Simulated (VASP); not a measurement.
# P (P6_3/mmc) in VASP: further runs

Runs on P. Level: r2SCAN. Tasks: single point.

Program: VASP 6.6.1. These are calculated values, not measurements. Logs are shortened: lines on timing, memory, paths and dates and some standing lists are left out, and cuts for length are marked.

**1. The cell of the first run**

The structure is hexagonal, space group P6_3/mmc (No. 194). Conventional cell: a = 2.575 Å, b = 2.575 Å, c = 9.970 Å, α = 90.00°, β = 90.00°, γ = 120.00°. Within 3.4 Å of P (site symmetry -3m) lie 12 P at 2.58 to 2.90 Å. P (site symmetry -6m2) has 12 P at 2.58 to 2.90 Å within 3.4 Å.

**2. Single point, r2SCAN (volume scaled by 0.96)**

POSCAR

```
P
1.0
    2.5750367205      0.0000000000      0.0000000000
   -1.2875183603      2.2300472156      0.0000000000
    0.0000000000      0.0000000000      9.9695731836
P
4
Direct
    1.0000000000      1.0000000000      1.0000000000
    1.0000000000      1.0000000000      0.5000000000
    0.3333333333      0.6666666667      0.2500000000
    0.6666666667      0.3333333333      0.7500000000
```

INCAR.step1

```
ALGO = Normal ; EDIFF = 1E-4
ENCUT = 520 ; GGA = PE
ISMEAR = -1 ; LASPH = T
LCHARG = F ; LREAL = F
LWAVE = T ; NBANDS = 18
NELM = 80 ; PREC = Accurate
SIGMA = 0.1
```

INCAR.step2

```
ALGO = Normal ; EDIFF = 1E-7
ENCUT = 520 ; ISIF = 2
ISMEAR = -1 ; ISTART = 1
LASPH = T ; LCHARG = T
LELF = T ; LMIXTAU = T
LREAL = F ; LVHAR = T
LWAVE = F ; METAGGA = R2SCAN
NBANDS = 18 ; NELM = 80
PREC = Accurate ; SIGMA = 0.1
```

KPOINTS

```
k-points
0
Gamma
  16 16 4
```

Potentials or basis: VASP PAW PBE potentials, release 64 (P).

On the command line:

```console
$ cat potpaw_PBE.64/P/POTCAR > POTCAR
$ cp INCAR.step1 INCAR
$ mpirun -np 1 vasp_std > vasp.out
$ cp INCAR.step2 INCAR
$ mpirun -np 1 vasp_std > vasp.out
```

OUTCAR:

```text
EDIFF = 1E-7
   ENCUT = 520
   ISIF = 2
   ISMEAR = -1
   ISTART = 1
   LASPH = T
   LREAL = F
   METAGGA = R2SCAN
   NELM = 80
   PREC = Accurate

 ion  position               nearest neighbor table
   1  0.000  0.000  0.000-   3 2.90   4 2.90   3 2.90   4 2.90   4 2.90   3 2.90
   2  0.000  0.000  0.500-   3 2.90   4 2.90   3 2.90   4 2.90   4 2.90   3 2.90
   3  0.333  0.667  0.250-   1 2.90   2 2.90   1 2.90   2 2.90   1 2.90   2 2.90
   4  0.667  0.333  0.750-   1 2.90   2 2.90   1 2.90   2 2.90   1 2.90   2 2.90

  LATTYP: Found a hexagonal cell.
 ALAT       =     2.5750367205
 C/A-ratio  =     3.8716236954

  Lattice vectors:

 A1 = (   2.5750367205,   0.0000000000,   0.0000000000)
 A2 = (  -1.2875183603,   2.2300472156,   0.0000000000)
 A3 = (   0.0000000000,   0.0000000000,   9.9695731836)

Analysis of symmetry for initial positions (statically):
=====================================================================
 Subroutine PRICEL returns:
 Original cell was already a primitive cell.

 Routine SETGRP: Setting up the symmetry group for a
 hexagonal supercell.

 Subroutine GETGRP returns: Found 24 space group operations
 (whereof 12 operations were pure point group operations)
 out of a pool of 24 trial point group operations.

The static configuration has the point symmetry D_3d.
 The point group associated with its full space group is D_6h.

Analysis of symmetry for dynamics (positions and initial velocities):
=====================================================================
 Subroutine PRICEL returns:
 Original cell was already a primitive cell.

 Routine SETGRP: Setting up the symmetry group for a
 hexagonal supercell.

 Subroutine GETGRP returns: Found 24 space group operations
 (whereof 12 operations were pure point group operations)
 out of a pool of 24 trial point group operations.

The dynamic configuration has the point symmetry D_3d.
 The point group associated with its full space group is D_6h.

 Subroutine INISYM returns: Found 24 space group operations
 (whereof 12 operations are pure point group operations),
 and found     1 'primitive' translations

----------------------------------------------------------------------------------------

                                     Primitive cell

  volume of cell :      57.2498

[... 85 lines left out ...]
   ICHARG =      0    charge: 1-file 2-atom 10-const
   ISPIN  =      1    spin polarized calculation?
   LNONCOLLINEAR =      F non collinear calculations
   LSORBIT =      F    spin-orbit coupling
   LASPH  =      T    aspherical Exc in radial PAW
   ENCUT  =  520.0 eV  38.22 Ry    6.18 a.u.   4.79  4.79 18.54*2*pi/ulx,y,z
   NELM   =     80;   NELMIN=  2; NELMDL=  0     # of ELM steps
   EDIFF  = 0.1E-06   stopping-criterion for ELM
   LREAL  =      F    real-space projection
   EDIFFG = 0.1E-05   stopping-criterion for IOM
   NSW    =      0    number of steps for IOM
   IBRION =     -1    ionic relax: 0-MD 1-quasi-New 2-CG
   NFREE  =      0    steps in history (QN), initial steepest desc. (CG)
   ISIF   =      2    stress and relaxation
   ISYM   =      2    0-nonsym 1-usesym 2-fastsym
   POTIM  = 0.5000    time-step for ionic-motion
   TEBEG  =    0.0;   TEEND  =   0.0 temperature during run
   PSTRESS=    0.0 pullay stress
   NELECT =      20.0000    total number of electrons
   NUPDOWN=      -1.0000    fix difference up-down
   EMIN   =  10.00;   EMAX   =-10.00  energy-range for DOS
   EFERMI =   0.00;   METHOD = LEGACY
   ISMEAR =    -1;   SIGMA  =   0.10  broadening in eV -4-tet -1-fermi 0-gaus
   EFERMI_NEDOS =   21; number of points for ismear=-14 and -15
   IALGO  =     38    algorithm
   IMIX   =      4    mixing-type and parameters
     AMIX     =   0.40;   BMIX     =  1.00
     AMIX_MAG =   1.60;   BMIX_MAG =  1.00
  volume/ion in A,a.u.               =      14.31        96.59
  Fermi-wavevector in a.u.,A,eV,Ry     =   1.152993  2.178842 18.087500  1.329394
  Thomas-Fermi vector in A             =   2.289641
   LORBIT       =      0    0 simple, 1 ext, 2 COOP (PROOUT), +10 PAW based schemes
   METAGGA = R2SCAN    functional components
   LHFCALC =     F    Hartree Fock is set to
   AEXX    =    0.0000 exact exchange contribution
   IVDW    =     0    specifies the selected vdW correction
   LEPSILON=     F    determine dielectric tensor
   LRPA    =     F    only Hartree local field effects (RPA)
 non-spin polarized calculation
  energy-cutoff  :      520.00
  volume of cell :       57.25
 maximum number of plane-waves:      1559
 NGX is ok and might be reduce to    20
   NGX =  9   NGY =  9   NGZ = 37

 number of electron      19.9999998 magnetization

 Free energy of the ion-electron system (eV)
  ---------------------------------------------------
  ext. energy  EPLUGINS =         0.00000000
  ---------------------------------------------------
  free energy    TOTEN  =       -31.68810683 eV

  energy without entropy =      -31.63381248  energy(sigma->0) =      -31.66095966

 E-fermi :   9.9555     XC(G=0): -12.2356

 val. band max:        9.9543275469   @ k =   0.3125   0.1250   0.0000
 cond. band min:       9.9643304975   @ k =   0.2500   0.1875   0.0000
 fundamental gap:      0.0100029506
 Fermi energy:         9.9555134064

 k-point     1 :       0.0000    0.0000    0.0000
  band No.  band energies     occupation
      1      -7.5483      2.00000
      2      -6.1855      2.00000
      3      -6.1666      2.00000
      4      -3.5480      2.00000
      5       1.0873      2.00000
      6       6.4124      2.00000
[... 481 lines left out ...]
      5       5.1221      2.00000
      6       5.9152      2.00000
[... 10 lines left out ...]
     17      17.1464      0.00000
     18      19.5450      0.00000

 [... further k-points ...]
[... 5 lines left out ...]
  --------------------------------------------------------------------------------------
  -------------------------------------------------------------------------------------
  Total        1.2539802      1.2539802      1.2407121     -0.0000000      0.0000000      0.0000000
  in kB       35.0935438     35.0935438     34.7222240     -0.0000000      0.0000000      0.0000000
  external PRESSURE =      34.9697706 kB  Pullay stress =       0.0000000 kB

 VOLUME and BASIS-vectors are now :
 -----------------------------------------------------------------------------
  energy-cutoff  :      520.00
  volume of cell :       57.25
      direct lattice vectors                 reciprocal lattice vectors
     2.575036720  0.000000000  0.000000000     0.388343977  0.224210499  0.000000000
    -1.287518360  2.230047216  0.000000000     0.000000000  0.448420999  0.000000000
     0.000000000  0.000000000  9.969573184     0.000000000  0.000000000  0.100305197

 POSITION                                       TOTAL-FORCE (eV/Angst)
 -----------------------------------------------------------------------------------
      0.00000      0.00000      0.00000         0.000000      0.000000      0.000000
      0.00000      0.00000      4.98479         0.000000      0.000000      0.000000
     -0.00000      1.48670      2.49239         0.000000     -0.000000      0.000000
      1.28752      0.74335      7.47718        -0.000000      0.000000     -0.000000
 -----------------------------------------------------------------------------------
    total drift:                                0.000000     -0.000000      0.000000

  FREE ENERGIE OF THE ION-ELECTRON SYSTEM (eV)
  ---------------------------------------------------
  free  energy   TOTEN  =       -31.6881068314 eV

  energy  without entropy=      -31.6338124833  energy(sigma->0) =      -31.66095966
```

OUTCAR.step1:

```text
EDIFF = 1E-4
   ENCUT = 520
   GGA = PE
   ISMEAR = -1
   LASPH = T
[... 734 lines left out ...]
      0.00000      0.00000      0.00000         0.000000      0.000000     -0.000000
      0.00000      0.00000      4.98479         0.000000      0.000000     -0.000000
     -0.00000      1.48670      2.49239        -0.000000     -0.000000      0.000000
      1.28752      0.74335      7.47718         0.000000     -0.000000      0.000000
 -----------------------------------------------------------------------------------
    total drift:                                0.000000      0.000000      0.000000

  FREE ENERGIE OF THE ION-ELECTRON SYSTEM (eV)
  ---------------------------------------------------
  free  energy   TOTEN  =       -18.2479998325 eV

  energy  without entropy=      -18.1896180467  energy(sigma->0) =      -18.21880894
```

Run time: 2.5 min. Hardware: 1 thread of Intel Xeon 6975P-C (Granite Rapids), shared host; peak memory 0.21 GiB.

What came out:

```
Free energy            : -31.6881 eV
Pressure               : 3.5 GPa
Band gap on the k mesh : zero (band 10 reaches 17.94 eV, above the bottom of band 11 at 6.10 eV)
```

Caveat: the cell differs from its parent crystal (volume scaled by 0.96); the PAW data sets were made with another functional, which shifts forces and pressure a little.

**3. Single point, r2SCAN**

This run uses another cell than the first one, of 14.91 Å³/atom, 1.042 times its volume.

POSCAR

```
P
1.0
    2.6103155800      0.0000000000      0.0000000000
   -1.3051577900      2.2605996042      0.0000000000
    0.0000000000      0.0000000000     10.1061596520
P
4
Direct
    1.0000000000      1.0000000000      1.0000000000
    1.0000000000      1.0000000000      0.5000000000
    0.3333333333      0.6666666667      0.2500000000
    0.6666666667      0.3333333333      0.7500000000
```

INCAR.step1

```
SYSTEM = P
PREC = Accurate
ENCUT = 520
ISMEAR = -1
SIGMA = 0.1
LREAL = .False.
LASPH = .True.
NELM = 80
NBANDS = 18
GGA = PE
ALGO = Normal
EDIFF = 1E-4
LWAVE = .True.
LCHARG = .False.
```

INCAR.step2

```
SYSTEM = P
PREC = Accurate
ENCUT = 520
EDIFF = 1E-7
ISMEAR = -1
SIGMA = 0.1
LREAL = .False.
LASPH = .True.
NELM = 80
ALGO = Normal
ISIF = 2
LWAVE = .False.
LCHARG = .False.
METAGGA = R2SCAN
LMIXTAU = .True.
NBANDS = 18
ISTART = 1
```

KPOINTS

```
Automatic mesh
0
Gamma
  16 16 4
  0 0 0
```

Potentials or basis: VASP PAW PBE potentials, release 64 (P).

On the command line:

```console
$ cat potpaw_PBE.64/P/POTCAR > POTCAR
$ cp INCAR.step1 INCAR
$ mpirun -np 1 vasp_std > vasp.out
$ cp INCAR.step2 INCAR
$ mpirun -np 1 vasp_std > vasp.out
```

Run time: 2.4 min. Hardware: 1 thread of Intel Xeon 6975P-C (Granite Rapids), shared host; peak memory 0.21 GiB.

The run converged. Its results:

| Quantity | Value |
| --- | --- |
| Free energy | -31.7118 eV |
| Pressure | -0.3 GPa |
| Band gap on the k mesh | zero (band 10 reaches 16.95 eV, above the bottom of band 11 at 5.66 eV) |

Stress tensor (GPa, compression positive):
```
-0.81  0.00  0.00
 0.00 -0.81  0.00
 0.00  0.00  0.62
```

Levels at points of the mesh, in eV from the Fermi level:
```tsv
k point	band 6	band 7	band 8	band 9	band 10	band 11	band 12	band 13	band 14	band 15
(0.00, 0.00, 0.00)	-3.40	-3.39	3.54	7.44	7.44	7.93	7.93	7.98	7.98	8.24
(0.50, 0.00, 0.00)	-7.70	-6.08	-5.85	-2.25	-1.24	1.43	2.32	2.61	3.59	3.62
(0.00, 0.00, 0.50)	-6.81	0.63	0.63	7.58	7.58	7.58	7.58	8.39	8.39	8.39
(0.50, 0.00, 0.50)	-7.13	-6.66	-6.66	-1.02	-1.02	0.81	0.81	2.87	2.87	4.58
```

Caveat: the PAW data sets were made with another functional, which shifts forces and pressure a little.
